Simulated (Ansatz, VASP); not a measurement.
**HfO2 in VASP and in Ansatz**

```
CELL_PARAMETERS angstrom
5.01352 0.00000 0.00000
0.00000 5.07984 0.00000
-0.84113 0.00000 5.10743
ATOMIC_POSITIONS crystal
Hf 0.27550 0.46030 0.70800
Hf 0.72450 0.96030 0.79200
Hf 0.72450 0.53970 0.29200
Hf 0.27550 0.03970 0.20800
O 0.07420 0.16840 0.84670
O 0.92580 0.66840 0.65330
O 0.92580 0.83160 0.15330
O 0.07420 0.33160 0.34670
O 0.44870 0.74190 0.98010
O 0.55130 0.24190 0.51990
O 0.55130 0.25810 0.01990
O 0.44870 0.75810 0.48010
```

Alike in both runs: task single point; functional PBE exchange alone; k mesh 5 × 5 × 5; occupations fermi-dirac, width 0.05 eV; no spin polarisation.

|  | VASP | Ansatz |
| --- | --- | --- |
| version | VASP 6.6.1 | Ansatz 0.2.0 |
| potentials or method | VASP PAW PBE potentials, release 64 (Hf_pv, O) | Ansatz PAW |
| plane-wave cutoff (eV) | 520 | 420 |
| valence electrons in the cell | 88 | 152 |

VASP gave:

* gap on the k mesh at the Fermi level (eV): 4.50
* least direct gap on the mesh (eV): 4.54
* rms of the force components (eV/Å): 0.429

Problem. Which values does Ansatz return?

Solution. gap on the k mesh at the Fermi level (eV): 4.53; least direct gap on the mesh (eV): 4.57; rms of the force components (eV/Å): 0.460.

VASP's potentials were made for PBE, not for PBE exchange alone. Atom by atom the forces differ by 0.036 eV/Å (rms over components). VASP's potentials hold 88 valence electrons a cell and Ansatz's 152, so a difference there can come from the potentials and not from the codes.

Spin-orbit coupling is off throughout. Noted on Ansatz's run: odd divisions of the mesh miss points on the zone boundary, where band edges often lie, so the gap on the mesh can be too wide.
